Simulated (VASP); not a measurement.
# BP: single point with r2SCAN

The system is BP.

```
CELL_PARAMETERS angstrom
0.00000 2.35976 2.08748
2.35976 0.00000 2.08748
2.35976 2.35976 0.00000
ATOMIC_POSITIONS crystal
B 0.00000 0.00000 0.00000
P 0.75000 0.75000 0.75000
```

This cell differs from its parent crystal: strain +0.040 along x and y, -0.080 along z.

```
Program             : VASP 6.6.1
Task                : single point
Functional          : r2SCAN
Potentials or basis : VASP PAW PBE potentials, release 64 (B, P)
Cutoff              : 520 eV
k mesh              : 10 × 10 × 10
Occupations         : gaussian, width 0.05 eV
Spin                : no spin polarisation
```

The pressure is -0.1 GPa and the band gap on the k mesh is zero (band 4 reaches 8.23 eV, above the bottom of band 5 at 7.80 eV).

Stress tensor (GPa, compression positive):
```
-9.91  0.00  0.00
 0.00 -9.91  0.00
 0.00  0.00 19.53
```

Levels at points of the mesh, in eV from the Fermi level:
```
           k point  band 1  band 2  band 3  band 4  band 5  band 6  band 7  band 8  band 9
(0.00, 0.00, 0.00)  -16.64   -0.70   -0.70    0.43    2.89    3.67    3.67    7.58   10.70
(0.50, 0.00, 0.00)  -13.09   -9.85   -2.95   -1.47    2.92    4.09    6.29   10.83   13.69
(0.50, 0.50, 0.00)  -10.62   -8.67   -5.52   -5.52    0.28    0.44   12.65   12.65   16.77
(0.50, 0.00, 0.50)  -11.84   -9.85   -4.28   -4.05    1.78    2.24   11.13   13.19   14.42
```

It took 46 s on 1 thread of Intel(R) Xeon(R) 6975P-C (Granite Rapids) (shared host), peak memory 0.16 GiB.

Caveat: the cell differs from its parent crystal (strain +0.040 along x and y, -0.080 along z); the PAW data sets were made with another functional, which shifts forces and pressure a little.
